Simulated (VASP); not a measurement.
Here is a VASP 6.6.1 calculation.

File INCAR:

```
SYSTEM = Rh
ALGO     = Fast           ! electronic algorithm
EDIFF    = 1E-6           ! SCF threshold, eV
ENCUT    = 520            ! plane-wave cutoff, eV
GGA      = PE             ! functional
ISIF     = 2              ! what is computed and relaxed
ISMEAR   = 0              ! smearing method
LASPH    = .TRUE.         ! aspherical terms in the spheres
LCHARG   = .TRUE.         ! write CHGCAR
LELF     = .TRUE.         ! ELF
LREAL    = .FALSE.        ! projectors in reciprocal space
LVHAR    = .TRUE.       
LWAVE    = .FALSE.        ! write WAVECAR
NBANDS   = 14             ! bands
NELM     = 80             ! most SCF steps
PREC     = Accurate       ! precision mode
SIGMA    = 0.15           ! smearing width, eV
```

Contents of KPOINTS:

```
k-points
0
G
  26 26 26
  0 0 0
```

Contents of POSCAR:

```
Rh
1.0
    0.0000000000      1.9628395472      1.8192171413
    1.9628395472      0.0000000000      1.8192171413
    1.9628395472      1.9628395472      0.0000000000
Rh
1
Direct
    0.0000000000      0.0000000000      0.0000000000
```

Potentials or basis: VASP PAW PBE potentials, release 64 (Rh_pv).

Run with:

```bash
$ cat potpaw_PBE.64/Rh_pv/POTCAR > POTCAR
$ mpirun -np 1 vasp_std > vasp.out
```

What does it give for the band gap on the k mesh?

Zero (an odd number of electrons rules out a gap without spin polarisation).

Predict the pressure.

1.3 GPa.

Stress tensor (GPa, compression positive):
```
-3.95  0.00  0.00
 0.00 -3.95  0.00
 0.00  0.00 11.92
```

Caveat: the cell differs from its parent crystal (strain +0.025 along x and y, -0.050 along z); the stress differs along the axes, from -4 to 12 GPa.
